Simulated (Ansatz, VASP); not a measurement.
NaCl in VASP and in Ansatz

The input INCAR:

```
PREC = Accurate
ENCUT = 520
EDIFF = 1E-6
ISMEAR = 0
SIGMA = 0.023
LREAL = F
LASPH = T
NELM = 80
ALGO = Normal
ISIF = 2
LWAVE = F
LCHARG = F
GGA = PE
NBANDS = 14
```

The input KPOINTS:

```
regular mesh
0
Gamma
  8 8 8
```

The input POSCAR:

```
NaCl
1.0
    0.0000000000      2.7940632177      2.7940632177
    2.7940632177      0.0000000000      2.7940632177
    2.7940632177      2.7940632177      0.0000000000
Cl Na
1 1
Direct
    0.5000000000      0.5000000000      0.5000000000
    0.0000000000      0.0000000000      0.0000000000
```

Contents of input.yaml:

```yaml
crystal:
  lattice:
    - [0.0, 2.7940632177, 2.7940632177]
    - [2.7940632177, 0.0, 2.7940632177]
    - [2.7940632177, 2.7940632177, 0.0]
  atoms:
    - { symbol: Cl, position: [0.5, 0.5, 0.5] }
    - { symbol: Na, position: [0.0, 0.0, 0.0] }
kpoints:
  mp_grid: { grid: [8, 8, 8] }
scf:
  occupations: { method: gaussian, width: 0.023 }
hamiltonian:
  xc: pbe
  pseudopotentials: { kind: all_electron, lapw: { basis_error: 0.001 } }
output:
  forces: true
  stress: true
  eigenvalues: true
```

Alike in both runs: task single point; functional PBE; k mesh 8 × 8 × 8; occupations gaussian, width 0.023 eV; no spin polarisation.

```csv
,VASP,Ansatz
version,VASP 6.6.1,Ansatz 0.2.0
potentials or method,"VASP PAW PBE potentials, release 64 (Cl, Na_pv), cutoff 520 eV","all-electron LAPW, scalar-relativistic"
```

```csv
,VASP,Ansatz,Ansatz less VASP
gap on the k mesh at the Fermi level (eV),5.22,5.22,+0.001
least direct gap on the mesh (eV),5.22,5.22,+0.001
pressure (GPa),1.5,1.6,+0.04
```

Ansatz ran all-electron here, and VASP with PAW potentials.
